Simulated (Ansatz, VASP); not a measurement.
# LiNbO3: VASP beside Ansatz

File INCAR:

```
PREC = Accurate ; ENCUT = 520
EDIFF = 1E-6 ; ISMEAR = 0
SIGMA = 0.05 ; LREAL = F
LASPH = T ; NELM = 60
ALGO = Normal ; ISIF = 2
LWAVE = F ; LCHARG = F
GGA = PE ; NBANDS = 45
```

File KPOINTS:

```
regular mesh
0
Gamma
  6 6 6
```

The input POSCAR:

```
LiNbO3
1.0
    2.8131840873      1.6241925901      3.9628386510
   -2.8131840873      1.6241925901      3.9628386510
    0.0000000000     -3.2483851801      3.9628386510
Li Nb O
2 2 6
Direct
    0.2500000000      0.2500000000      0.2500000000
    0.7500000000      0.7500000000      0.7500000000
    0.0000000000      0.0000000000      0.0000000000
    0.5000000000      0.5000000000      0.5000000000
    0.1207624291      0.3792375709      0.7500000000
    0.7500000000      0.1207624291      0.3792375709
    0.3792375709      0.7500000000      0.1207624291
    0.8792375709      0.6207624291      0.2500000000
    0.2500000000      0.8792375709      0.6207624291
    0.6207624291      0.2500000000      0.8792375709
```

Input for Ansatz:

```yaml
crystal:
  lattice:
    - [2.8131840873, 1.6241925901, 3.962838651]
    - [-2.8131840873, 1.6241925901, 3.962838651]
    - [0.0, -3.2483851801, 3.962838651]
  atoms:
    - { symbol: Li, position: [0.25, 0.25, 0.25] }
    - { symbol: Li, position: [0.75, 0.75, 0.75] }
    - { symbol: Nb, position: [0.0, 0.0, 0.0] }
    - { symbol: Nb, position: [0.5, 0.5, 0.5] }
    - { symbol: O, position: [0.1207624291, 0.3792375709, 0.75] }
    - { symbol: O, position: [0.75, 0.1207624291, 0.3792375709] }
    - { symbol: O, position: [0.3792375709, 0.75, 0.1207624291] }
    - { symbol: O, position: [0.8792375709, 0.6207624291, 0.25] }
    - { symbol: O, position: [0.25, 0.8792375709, 0.6207624291] }
    - { symbol: O, position: [0.6207624291, 0.25, 0.8792375709] }
basis:
  ecutwfc: 520.0
kpoints:
  mp_grid: { grid: [6, 6, 6] }
hamiltonian:
  xc: pbe
  pseudopotentials: { kind: paw, azcp: { folder: soft_1 } }
scf:
  occupations: { method: gaussian, width: 0.05 }
output:
  forces: true
  stress: true
  eigenvalues: true
```

Alike in both runs: task single point; functional PBE; k mesh 6 × 6 × 6; occupations gaussian, width 0.05 eV; no spin polarisation.

|  | VASP | Ansatz |
| --- | --- | --- |
| version | VASP 6.6.1 | Ansatz 0.2.0 |
| potentials or method | VASP PAW PBE potentials, release 64 (Li_sv, Nb_sv, O), cutoff 520 eV | scalar-relativistic, plane waves, PAW |
| valence electrons in the cell | 68 | 68 |

```csv
,VASP,Ansatz,Ansatz less VASP
gap on the k mesh at the Fermi level (eV),1.34,1.35,+0.015
least direct gap on the mesh (eV),1.34,1.35,+0.015
rms of the force components (eV/Å),0.395,0.390,-0.0051
```

Atom by atom the forces differ by 0.005 eV/Å (rms over components).

Noted on VASP's run: the cutoff is under 1.25 times that of the potentials, so the pressure is a little rough.
